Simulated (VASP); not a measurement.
# Li (Im-3m) in VASP: a series of runs

The runs below take Li through single point, with PBEsol-based global hybrid with 25 % exact exchange, r2SCAN0, r2SCANh, B3LYP, PBEsol-based screened hybrid with 25 % exact exchange.

Everything below comes from runs of VASP 6.6.1. Logs are shortened: lines on timing, memory, paths and dates and some standing lists are left out, and cuts for length are marked.

**1. The cell of the first run**

Symmetry: Im-3m, No. 229, cubic system. The conventional cell has a = 3.578 Å, b = 3.578 Å, c = 3.578 Å, α = 90.00°, β = 90.00°, γ = 90.00°. Within 4.1 Å of Li (site symmetry m-3m) lie 14 Li at 3.10 to 3.58 Å.

**2. Single point, PBEsol-based global hybrid with 25 % exact exchange**

POSCAR reads:

```
Li
1.0
   -1.7890636389      1.7890636389      1.7890636389
    1.7890636389     -1.7890636389      1.7890636389
    1.7890636389      1.7890636389     -1.7890636389
Li
1
Direct
    0.0000000000      0.0000000000      0.0000000000
```

INCAR.step1 reads:

```
PREC = Accurate
ENCUT = 520
EDIFF = 1E-5
ISMEAR = -1
SIGMA = 0.05
LREAL = False
LASPH = True
NELM = 100
ALGO = Normal
ISIF = 2
LWAVE = True
NBANDS = 8
GGA = PE
```

INCAR.step2 reads:

```
PREC = Accurate
ENCUT = 520
EDIFF = 1E-6
ISMEAR = -1
SIGMA = 0.05
LREAL = False
LASPH = True
NELM = 100
ALGO = Normal
ISIF = 2
LWAVE = False
LCHARG = True
GGA = PS
LHFCALC = True
AEXX = 0.25
PRECFOCK = Normal
LELF = True
LVHAR = True
NBANDS = 8
ISTART = 1
```

KPOINTS reads:

```
Automatic mesh
0
Gamma
  6 6 6
```

Potentials or basis: VASP PAW PBE potentials, release 64 (Li_sv).

Started as:

```console
> cat potpaw_PBE.64/Li_sv/POTCAR > POTCAR
> cp INCAR.step1 INCAR
> mpirun -np 1 vasp_std > vasp.out
> cp INCAR.step2 INCAR
> mpirun -np 1 vasp_std > vasp.out
```

OUTCAR:

```text
PREC = Accurate
   ENCUT = 520
   EDIFF = 1E-6
   ISMEAR = -1
   LREAL = False
   LASPH = True
   NELM = 100
   ISIF = 2
   GGA = PS
   LHFCALC = True
   AEXX = 0.25
   PRECFOCK = Normal
   ISTART = 1

 ion  position               nearest neighbor table
   1  0.000  0.000  0.000-

  LATTYP: Found a body centered cubic cell.
 ALAT       =     3.5781272778

  Lattice vectors:

 A1 = (  -1.7890636389,   1.7890636389,   1.7890636389)
 A2 = (   1.7890636389,  -1.7890636389,   1.7890636389)
 A3 = (   1.7890636389,   1.7890636389,  -1.7890636389)

Analysis of symmetry for initial positions (statically):
=====================================================================
 Subroutine PRICEL returns:
 Original cell was already a primitive cell.

 Routine SETGRP: Setting up the symmetry group for a
 body centered cubic supercell.

 Subroutine GETGRP returns: Found 48 space group operations
 (whereof 48 operations were pure point group operations)
 out of a pool of 48 trial point group operations.

The static configuration has the point symmetry O_h .

Analysis of symmetry for dynamics (positions and initial velocities):
=====================================================================
 Subroutine PRICEL returns:
 Original cell was already a primitive cell.

 Routine SETGRP: Setting up the symmetry group for a
 body centered cubic supercell.

 Subroutine GETGRP returns: Found 48 space group operations
 (whereof 48 operations were pure point group operations)
 out of a pool of 48 trial point group operations.

The dynamic configuration has the point symmetry O_h .

 Subroutine INISYM returns: Found 48 space group operations
 (whereof 48 operations are pure point group operations),
 and found     1 'primitive' translations

----------------------------------------------------------------------------------------

                                     Primitive cell

  volume of cell :      22.9054

  direct lattice vectors                    reciprocal lattice vectors
    -1.789063639  1.789063639  1.789063639     0.000000000  0.279475805  0.279475805
     1.789063639 -1.789063639  1.789063639     0.279475805  0.000000000  0.279475805
[... 77 lines left out ...]
   NSW    =      0    number of steps for IOM
   IBRION =     -1    ionic relax: 0-MD 1-quasi-New 2-CG
   NFREE  =      0    steps in history (QN), initial steepest desc. (CG)
   ISIF   =      2    stress and relaxation
   ISYM   =      3    0-nonsym 1-usesym 2-fastsym
   POTIM  = 0.5000    time-step for ionic-motion
   TEBEG  =    0.0;   TEEND  =   0.0 temperature during run
   PSTRESS=    0.0 pullay stress
   NELECT =       3.0000    total number of electrons
   NUPDOWN=      -1.0000    fix difference up-down
   EMIN   =  10.00;   EMAX   =-10.00  energy-range for DOS
   EFERMI =   0.00;   METHOD = LEGACY
   ISMEAR =    -1;   SIGMA  =   0.05  broadening in eV -4-tet -1-fermi 0-gaus
   EFERMI_NEDOS =   21; number of points for ismear=-14 and -15
   IALGO  =     38    algorithm
   IMIX   =      1    mixing-type and parameters
     AMIX     =   0.40;   BMIX     =  1.00
     AMIX_MAG =   1.60;   BMIX_MAG =  1.00
  volume/ion in A,a.u.               =      22.91       154.57
  Fermi-wavevector in a.u.,A,eV,Ry     =   0.831386  1.571092  9.404387  0.691203
  Thomas-Fermi vector in A             =   1.944264
   LORBIT       =      0    0 simple, 1 ext, 2 COOP (PROOUT), +10 PAW based schemes
   GGA     = PS    functional components
   LHFCALC =     T    Hartree Fock is set to
   PRECFOCK=normal    Normal, Fast or Accurate (Low or Medium for compatibility)
   ENCUT4O =  -1.0   cutoff for four orbital integrals eV
   NKREDX  =     1    reduce k-point grid by
   NKREDY  =     1    reduce k-point grid by
   NKREDZ  =     1    reduce k-point grid by
   AEXX    =    0.2500 exact exchange contribution
   HFSCREEN=    0.0000 screening length (either q_TF or 0.3 A-1)
   HFSCREENC=   0.0000 screening length for correlation (either q_TF or 0.3 A-1)
   ENCUTFOCK=  -1.0 apply spherical cutoff to Coloumb kernel
   IVDW    =     0    specifies the selected vdW correction
   LEPSILON=     F    determine dielectric tensor
   LRPA    =     F    only Hartree local field effects (RPA)
 non-spin polarized calculation
  energy-cutoff  :      520.00
  volume of cell :       22.91
 maximum number of plane-waves:       632
  NGX = 18; NGY = 18; NGZ = 18

 number of electron       3.0000006 magnetization

 Free energy of the ion-electron system (eV)
  ---------------------------------------------------
  ext. energy  EPLUGINS =         0.00000000
  ---------------------------------------------------
  free energy    TOTEN  =        -2.11754634 eV

  energy without entropy =       -2.10231691  energy(sigma->0) =       -2.10993162

 E-fermi :   0.3809     XC(G=0):  -5.3266

 val. band max:       -0.4515117415   @ k =   0.1667   0.1667   0.1667
 cond. band min:       0.3934986534   @ k =   0.3333   0.1667  -0.0000
 fundamental gap:      0.8450103950
 Fermi energy:         0.3809327754

 k-point     1 :       0.0000    0.0000    0.0000
  band No.  band energies     occupation
      1     -50.0983      2.00000
      2      -4.2876      2.00000
      3      14.9103      0.00000
      4      14.9103      0.00000
      5      14.9104      0.00000
      6      19.2874      0.00000
      7      19.2874      0.00000
      8      19.2874      0.00000
[... 155 lines left out ...]
 k-point    16 :       0.5000    0.5000    0.5000
  band No.  band energies     occupation
      1     -50.0767      2.00000
      2       6.3582      0.00000
      3       6.3582      0.00000
      4       6.3583      0.00000
      5       8.4370      0.00000
      6       8.4370      0.00000
      7      13.5308      0.00000
      8      27.9798      0.00000

------------------------ aborting loop because EDIFF is reached ----------------------------------------

  FORCE on cell =-STRESS in cart. coord.  units (eV):
  Direction    XX          YY          ZZ          XY          YZ          ZX
  --------------------------------------------------------------------------------------
  -------------------------------------------------------------------------------------
  Total       -0.1533975     -0.1533975     -0.1533975      0.0000000     -0.0000000      0.0000000
  in kB      -10.7297995    -10.7297995    -10.7297995      0.0000000     -0.0000000      0.0000000
  external PRESSURE =     -10.7297995 kB  Pullay stress =       0.0000000 kB

 VOLUME and BASIS-vectors are now :
 -----------------------------------------------------------------------------
  energy-cutoff  :      520.00
  volume of cell :       22.91
      direct lattice vectors                 reciprocal lattice vectors
    -1.789063639  1.789063639  1.789063639     0.000000000  0.279475805  0.279475805
     1.789063639 -1.789063639  1.789063639     0.279475805  0.000000000  0.279475805
     1.789063639  1.789063639 -1.789063639     0.279475805  0.279475805  0.000000000

 POSITION                                       TOTAL-FORCE (eV/Angst)
 -----------------------------------------------------------------------------------
      0.00000      0.00000      0.00000         0.000000      0.000000      0.000000
 -----------------------------------------------------------------------------------
    total drift:                                0.000000     -0.000000     -0.000000

  FREE ENERGIE OF THE ION-ELECTRON SYSTEM (eV)
  ---------------------------------------------------
  free  energy   TOTEN  =        -2.1175463395 eV

  energy  without entropy=       -2.1023169100  energy(sigma->0) =       -2.10993162
```

OSZICAR.step1:

```text
N       E                     dE             d eps       ncg     rms          rms(c)
DAV:   1     0.332757850198E+00    0.33276E+00   -0.69621E+02   256   0.242E+02
DAV:   2    -0.182624744934E+01   -0.21590E+01   -0.21566E+01   352   0.362E+01
DAV:   3    -0.186651796327E+01   -0.40271E-01   -0.40271E-01   296   0.376E+00
DAV:   4    -0.186683790193E+01   -0.31994E-03   -0.31994E-03   376   0.377E-01
DAV:   5    -0.186683840085E+01   -0.49892E-06   -0.49893E-06   312   0.157E-02    0.306E-01
DAV:   6    -0.186564610874E+01    0.11923E-02   -0.26716E-04   400   0.792E-02    0.174E-01
DAV:   7    -0.186498673176E+01    0.65938E-03   -0.64690E-04   440   0.108E-01    0.260E-02
DAV:   8    -0.186499427747E+01   -0.75457E-05   -0.82455E-06   264   0.206E-02
   1 F= -.18649943E+01 E0= -.18573254E+01  d E =-.153377E-01
```

It took 68 s on 1 thread of Intel Xeon Platinum 8259CL at 2.50GHz (Skylake/Cascade Lake), shared host; peak memory 0.13 GiB.

Results:

* Free energy: -2.1175 eV
* Band gap on the k mesh: zero (an odd number of electrons rules out a gap without spin polarisation)

Levels at points of the mesh, in eV from the Fermi level:
```
           k point  band 1  band 2  band 3  band 4  band 5  band 6
(0.00, 0.00, 0.00)  -50.48   -4.67   14.53   14.53   14.53   18.91
(0.50, 0.00, 0.00)  -50.47    0.60    3.42   10.56   11.94   13.57
(0.50, 0.50, 0.50)  -50.46    5.98    5.98    5.98    8.06    8.06
```

Caveat: the k points lie up to 0.41 Å⁻¹ apart, too coarse for converged energies and pressures of a metal; the cutoff is under 1.25 times the usual one of these potentials, so pressure, stress and relaxed cells hold a basis-set (Pulay) error; the PAW data sets were made with another functional, which shifts forces and pressure a little.

**3. Single point, r2SCAN0**

This run uses another cell than the first one, of 21.61 Å³/atom.

POSCAR reads:

```
Li
1.0
   -1.7546500000      1.7546500000      1.7546500000
    1.7546500000     -1.7546500000      1.7546500000
    1.7546500000      1.7546500000     -1.7546500000
Li
1
Direct
    0.0000000000      0.0000000000      0.0000000000
```

INCAR.step1 reads:

```
  PREC = Accurate
  ENCUT = 520
  EDIFF = 1E-5
  ISMEAR = -1
  SIGMA = 0.05
  LREAL = F
  LASPH = T
  NELM = 80
  ALGO = Normal
  ISIF = 2
  LWAVE = T
  LCHARG = F
  GGA = PE
  NBANDS = 8
```

INCAR.step2 reads:

```
  PREC = Accurate
  ENCUT = 520
  EDIFF = 1E-7
  ISMEAR = -1
  SIGMA = 0.05
  LREAL = F
  LASPH = T
  NELM = 80
  ALGO = Normal
  ISIF = 2
  LWAVE = F
  LCHARG = F
  METAGGA = R2SCAN
  LHFCALC = T
  AEXX = 0.25
  LMIXTAU = T
  PRECFOCK = Normal
  ISTART = 1
  NBANDS = 8
```

KPOINTS reads:

```
regular mesh
0
Gamma
  6 6 6
```

Potentials or basis: VASP PAW PBE potentials, release 64 (Li_sv).

Started as:

```console
> cat potpaw_PBE.64/Li_sv/POTCAR > POTCAR
> cp INCAR.step1 INCAR
> mpirun -np 1 vasp_std > vasp.out
> cp INCAR.step2 INCAR
> mpirun -np 1 vasp_std > vasp.out
```

Wall time 5.1 min (1 thread of Intel Xeon Platinum 8259CL at 2.50GHz (Skylake/Cascade Lake), shared host); peak memory 0.14 GiB.

It converged, with:

```yaml
Free_energy: -2.4347 eV
Band_gap_on_the_k_mesh: zero (an odd number of electrons rules out a gap without spin polarisation)
```

Levels at points of the mesh, in eV from the Fermi level:
| k point | band 1 | band 2 | band 3 | band 4 |
| --- | --- | --- | --- | --- |
| (0.00, 0.00, 0.00) | -51.94 | -4.92 | 16.03 | 16.03 |
| (0.50, 0.00, 0.00) | -51.92 | 0.61 | 3.67 | 11.49 |
| (0.50, 0.50, 0.50) | -51.91 | 6.42 | 6.42 | 6.42 |

Caveat: the k points lie up to 0.42 Å⁻¹ apart, too coarse for converged energies and pressures of a metal; the cutoff is under 1.25 times the usual one of these potentials, so pressure, stress and relaxed cells hold a basis-set (Pulay) error; the PAW data sets were made with another functional, which shifts forces and pressure a little.

(Part 1 of 2 ends here.)

The gap in the log of VASP goes by the Fermi energy; the results here count the filled bands.